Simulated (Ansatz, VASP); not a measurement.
One calculation of TaN, two programs

The input INCAR:

```
SYSTEM = TaN
PREC = Accurate
ENCUT = 700
EDIFF = 1E-6
ISMEAR = 0
SIGMA = 0.1
LREAL = .False.
LASPH = .True.
NELM = 200
ALGO = Normal
ISIF = 2
LWAVE = .False.
LCHARG = .False.
ISPIN = 2
MAGMOM = 1 0
LORBIT = 11
LMAXMIX = 4
NBANDS = 20
GGA_COMPAT = .False.
```

File KPOINTS:

```
Automatic mesh
0
Gamma
  6 6 6
  0 0 0
```

File POSCAR:

```
TaN
1.0
    2.9379988584      0.0000000000      0.0000000000
   -1.4689994292      2.5443816477      0.0000000000
    0.0000000000      0.0000000000      2.8830000000
Ta N
1 1
Direct
    0.3333333333      0.6666666667      0.5000000000
    0.0000000000      0.0000000000      0.0000000000
```

Input for Ansatz:

```yaml
crystal:
  lattice:
    - [2.9379988584, 0.0, 0.0]
    - [-1.4689994292, 2.5443816477, 0.0]
    - [0.0, 0.0, 2.883]
  atoms:
    - { symbol: Ta, position: [0.3333333333, 0.6666666667, 0.5], spin: 1.0 }
    - { symbol: "N", position: [0.0, 0.0, 0.0] }
basis:
  ecutwfc: 650.0
kpoints:
  mp_grid: { grid: [6, 6, 6] }
hamiltonian:
  xc: lda
scf:
  occupations: { method: gaussian, width: 0.1 }
  lower_state_search: "off"
output:
  forces: true
  stress: true
  eigenvalues: true
  populations: true
magnetization:
  spin_polarized: true
```

Alike in both runs: task single point; functional LDA; k mesh 6 × 6 × 6; occupations gaussian, width 0.1 eV; collinear spin.

```csv
,VASP,Ansatz
version,VASP 6.6.1,Ansatz 0.2.0
potentials or method,"VASP PAW LDA potentials, release 64 (Ta_sv_GW, N), cutoff 700 eV","scalar-relativistic, plane waves, PAW"
valence electrons in the cell,18,18
```

|  | VASP | Ansatz | Ansatz less VASP |
| --- | --- | --- | --- |
| gap on the k mesh at the Fermi level (eV) | none | none | - |
| pressure (GPa) | -10.6 | -11.5 | -0.98 |
| traceless stress, the component that is largest in VASP (GPa) | -0.99 | -1.08 | -0.089 |
| net moment per atom (μB) | 0.00 | 0.00 | 0.000 |

LDA's correlation is that of Perdew and Zunger in VASP and of Perdew and Wang (1992) in Ansatz. A gap of «none» marks a metal or a gap that the smearing closes. Ansatz's warnings: seeded moment not kept.

The k mesh is coarse, so the values compare programs but aren't converged. Neither program's run includes spin-orbit coupling.
